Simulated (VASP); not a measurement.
# W: single point with LDA

W:

```
W
1.0
    -1.59730    1.59730   -1.59730
    -1.59730   -1.59730    1.59730
     0.00000    8.51052    8.51052
W
4
Direct
  0.00000 0.00000 0.65690
  0.50000 0.50000 0.09384
  0.00000 0.00000 0.28153
  0.50000 0.50000 0.46921
```

This cell differs from its parent crystal: the distance across one plane changed.

```
Program                : VASP 6.6.1
Task                   : single point
Functional             : LDA
Potentials or basis    : VASP PAW LDA potentials, release 64 (W_sv)
Cutoff                 : 520 eV
k mesh                 : 18 × 18 × 5
Occupations            : gaussian, width 0.15 eV
Spin                   : no spin polarisation
Dipole correction      : no
Further INCAR settings : ALGO = Fast; EDIFF = 1e-06; NBANDS = 36
```

```
Pressure               : -18.9 GPa
Largest force          : 1.209 eV/Å
Band gap on the k mesh : zero (bands 28 and 29 overlap by 2.02 eV)
```

Forces on the atoms (eV/Å):
```
W    0.000 -0.855 -0.855
W    0.000  0.855  0.855
W    0.000 -0.460 -0.460
W    0.000  0.460  0.460
```

Stress tensor (GPa, compression positive):
```
-21.75   0.00   0.00
  0.00 -17.44   2.07
  0.00   2.07 -17.44
```

Levels at points of the mesh, in eV from the Fermi level:
```tsv
k point	band 25	band 26	band 27	band 28	band 29	band 30	band 31	band 32
(0.00, 0.00, 0.00)	-1.43	-1.40	-1.30	-0.71	0.21	0.27	0.82	1.65
(0.50, 0.00, 0.00)	-1.34	-1.34	0.78	0.78	1.75	1.75	2.11	2.11
(0.50, 0.50, 0.00)	-1.29	0.41	0.64	0.99	0.99	1.44	1.93	3.55
```

Run time: 23 min on 1 thread of Intel(R) Xeon(R) 6975P-C (Granite Rapids) (shared host), peak memory 0.63 GiB.

Caveat: the cell differs from its parent crystal (the distance across one plane changed); the cell stands under tension; spin-orbit coupling is left out, which moves the levels of the heavy elements; forces of over 1 eV/Å act on the atoms, so gaps and moduli don't describe the material at rest.
